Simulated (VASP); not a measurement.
Runs of VASP 6.6.1 on Ti. The structure is that of space group P6_3/mmc (No. 194), or close to it. The cells are those of the table. 

```tsv
spin	cell	k mesh	cutoff (eV)	smearing	gap on the mesh (eV)	pressure (GPa)	moment (μB)
off	a = 2.881, b = 2.881, c = 4.562 Å, angles 90.0, 90.0, 120.0°, 2 atoms	20 × 20 × 11	520	fermi-dirac 0.1 eV	none	10.0	-
off	a = 2.962, b = 2.962, c = 4.690 Å, angles 90.0, 90.0, 120.0°, 2 atoms	12 × 12 × 7	520	fermi-dirac 0.1 eV	none	0.0	-
off	a = 2.838, b = 2.838, c = 4.494 Å, angles 90.0, 90.0, 120.0°, 2 atoms	20 × 20 × 11	520	fermi-dirac 0.1 eV	none	16.6	-
off	a = 3.001, b = 3.001, c = 4.752 Å, angles 90.0, 90.0, 120.0°, 2 atoms	20 × 20 × 11	520	fermi-dirac 0.1 eV	none	(a)	-
collinear	a = 2.961, b = 2.961, c = 4.688 Å, angles 90.0, 90.0, 120.0°, 2 atoms	6 × 6 × 4	500	fermi-dirac 0.1 eV	none	0.0	0.00
off	a = 2.922, b = 2.922, c = 4.627 Å, angles 90.0, 90.0, 120.0°, 2 atoms	20 × 20 × 11	520	fermi-dirac 0.1 eV	none	4.5	-
off	a = 3.076, b = 3.076, c = 4.871 Å, angles 90.0, 90.0, 120.0°, 2 atoms	20 × 20 × 11	520	fermi-dirac 0.1 eV	none	-9.5	-
collinear	a = 2.880, b = 2.880, c = 4.559 Å, angles 90.0, 90.0, 120.0°, 2 atoms	20 × 20 × 11	520	fermi-dirac 0.05 eV	none	10.0	0.00
```

Alike in all rows: task single point; level BLYP; potentials or basis VASP PAW PBE potentials, release 64 (Ti_sv).

Q: Fill in the values left out.

A: (a) -3.8.

Caveats: some runs use coarse meshes; the PAW data sets were made with another functional, which shifts forces and pressure a little; the cell stands under pressure (at least some runs); the cell stands under tension (at least some runs).

A gap of «none» marks levels without a gap at the run's occupations.
